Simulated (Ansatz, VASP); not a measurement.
## One calculation of Ta2N, two programs

INCAR

```
PREC = Accurate
ENCUT = 520
EDIFF = 1E-6
ISMEAR = 0
SIGMA = 0.15
LREAL = False
LASPH = True
NELM = 60
ALGO = Normal
ISIF = 2
LWAVE = False
LCHARG = False
GGA = CA
NBANDS = 50
```

File KPOINTS:

```
Automatic mesh
0
Gamma
  9 9 8
```

File POSCAR:

```
Ta2N
1.0
    5.2288597096      0.0000000000      0.0000000000
   -2.6144298548      4.5283253413      0.0000000000
    0.0000000000      0.0000000000      4.8835331142
Ta N
6 3
Direct
    0.6908347477      0.6908347477      0.7526041962
    0.0000000000      0.3091652523      0.7526041962
    0.3091652523      0.0000000000      0.7526041962
    0.3091652523      0.3091652523      0.2473958038
    0.0000000000      0.6908347477      0.2473958038
    0.6908347477      0.0000000000      0.2473958038
    0.6666666667      0.3333333333      0.5000000000
    0.3333333333      0.6666666667      0.5000000000
    0.0000000000      0.0000000000      0.0000000000
```

Input for Ansatz:

```yaml
crystal:
  lattice:
    - [5.2288597096, 0.0, 0.0]
    - [-2.6144298548, 4.5283253413, 0.0]
    - [0.0, 0.0, 4.8835331142]
  atoms:
    - { symbol: Ta, position: [0.6908347477, 0.6908347477, 0.7526041962] }
    - { symbol: Ta, position: [0.0, 0.3091652523, 0.7526041962] }
    - { symbol: Ta, position: [0.3091652523, 0.0, 0.7526041962] }
    - { symbol: Ta, position: [0.3091652523, 0.3091652523, 0.2473958038] }
    - { symbol: Ta, position: [0.0, 0.6908347477, 0.2473958038] }
    - { symbol: Ta, position: [0.6908347477, 0.0, 0.2473958038] }
    - { symbol: "N", position: [0.6666666667, 0.3333333333, 0.5] }
    - { symbol: "N", position: [0.3333333333, 0.6666666667, 0.5] }
    - { symbol: "N", position: [0.0, 0.0, 0.0] }
basis:
  ecutwfc: 520.0
kpoints:
  mp_grid: { grid: [9, 9, 8] }
hamiltonian:
  xc: lda
  pseudopotentials: { kind: paw, azcp: { folder: soft_1 } }
scf:
  occupations: { method: gaussian, width: 0.15 }
output:
  forces: true
  stress: true
  eigenvalues: true
```

Alike in both runs: task single point; functional LDA; k mesh 9 × 9 × 8; occupations gaussian, width 0.15 eV; no spin polarisation.

|  | VASP | Ansatz |
| --- | --- | --- |
| version | VASP 6.6.1 | Ansatz 0.2.0 |
| potentials or method | VASP PAW LDA potentials, release 64 (Ta_pv, N), cutoff 520 eV | scalar-relativistic, plane waves, PAW |
| valence electrons in the cell | 81 | 93 |

|  | VASP | Ansatz | Ansatz less VASP |
| --- | --- | --- | --- |
| gap on the k mesh at the Fermi level (eV) | none | none | - |
| pressure (GPa) | 8.0 | 6.3 | -1.67 |
| traceless stress, the component that is largest in VASP (GPa) | -2.06 | -2.09 | -0.029 |
| rms of the force components (eV/Å) | 1.974 | 1.953 | -0.0202 |

Ansatz warns that its potentials were made for another functional, while VASP's fit it. LDA's correlation is that of Perdew and Zunger in VASP and of Perdew and Wang (1992) in Ansatz. Atom by atom the forces differ by 0.021 eV/Å (rms over components). A gap of «none» marks a metal or a gap that the smearing closes. VASP's potentials hold 81 valence electrons a cell and Ansatz's 93, so a difference there can come from the potentials and not from the codes.

Spin-orbit coupling is off throughout.
